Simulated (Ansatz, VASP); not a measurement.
## Te2Mo: VASP beside Ansatz

File INCAR:

```
PREC = Accurate
ENCUT = 520
EDIFF = 1E-6
ISMEAR = 0
SIGMA = 0.05
LREAL = F
LASPH = T
NELM = 80
ALGO = Normal
ISIF = 2
LWAVE = F
LCHARG = T
GGA = PE
LELF = T
LVHAR = T
NBANDS = 35
```

KPOINTS

```
regular mesh
0
Gamma
  12 12 2
```

POSCAR

```
Te2Mo
1.0
    3.7349197547      0.0000000000      0.0000000000
   -1.8674598773      3.2345353887      0.0000000000
    0.0000000000      0.0000000000     14.4444827251
Te Mo
4 2
Direct
    0.3333333333      0.6666666667      0.6310943552
    0.6666666667      0.3333333333      0.1310943552
    0.3333333333      0.6666666667      0.8689056448
    0.6666666667      0.3333333333      0.3689056448
    0.3333333333      0.6666666667      0.2500000000
    0.6666666667      0.3333333333      0.7500000000
```

Input for Ansatz:

```yaml
crystal:
  lattice:
    - [3.7349197547, 0.0, 0.0]
    - [-1.8674598773, 3.2345353887, 0.0]
    - [0.0, 0.0, 14.4444827251]
  atoms:
    - { symbol: Te, position: [0.3333333333, 0.6666666667, 0.6310943552] }
    - { symbol: Te, position: [0.6666666667, 0.3333333333, 0.1310943552] }
    - { symbol: Te, position: [0.3333333333, 0.6666666667, 0.8689056448] }
    - { symbol: Te, position: [0.6666666667, 0.3333333333, 0.3689056448] }
    - { symbol: Mo, position: [0.3333333333, 0.6666666667, 0.25] }
    - { symbol: Mo, position: [0.6666666667, 0.3333333333, 0.75] }
basis:
  ecutwfc: 420
kpoints:
  mp_grid: { grid: [12, 12, 2] }
hamiltonian:
  xc: pbe
scf:
  occupations: { method: gaussian, width: 0.05 }
output:
  forces: true
  stress: true
  eigenvalues: true
```

Change from the starting cell: strain +0.050 along x and y, -0.050 along z, atoms carried along.

Alike in both runs: task single point; functional PBE; k mesh 12 × 12 × 2; occupations gaussian, width 0.05 eV; no spin polarisation.

|  | VASP | Ansatz |
| --- | --- | --- |
| version | VASP 6.6.1 | Ansatz 0.2.0 |
| potentials or method | VASP PAW PBE potentials, release 64 (Te, Mo_sv), cutoff 520 eV | scalar-relativistic, plane waves, PAW |
| valence electrons in the cell | 52 | 92 |

|  | VASP | Ansatz | Ansatz less VASP |
| --- | --- | --- | --- |
| gap on the k mesh at the Fermi level (eV) | 0.18 | 0.19 | +0.013 |
| least direct gap on the mesh (eV) | 0.68 | 0.68 | +0.001 |
| pressure (GPa) | -2.4 | -2.4 | -0.02 |
| traceless stress, the component that is largest in VASP (GPa) | 5.09 | 5.03 | -0.062 |
| rms of the force components (eV/Å) | 0.194 | 0.186 | -0.0082 |

Atom by atom the forces differ by 0.008 eV/Å (rms over components). The functional is the same, so the differences come from potentials, cutoffs and numerics. VASP's potentials hold 52 valence electrons a cell and Ansatz's 92, so a difference there can come from the potentials and not from the codes.

Spin-orbit coupling is off throughout.
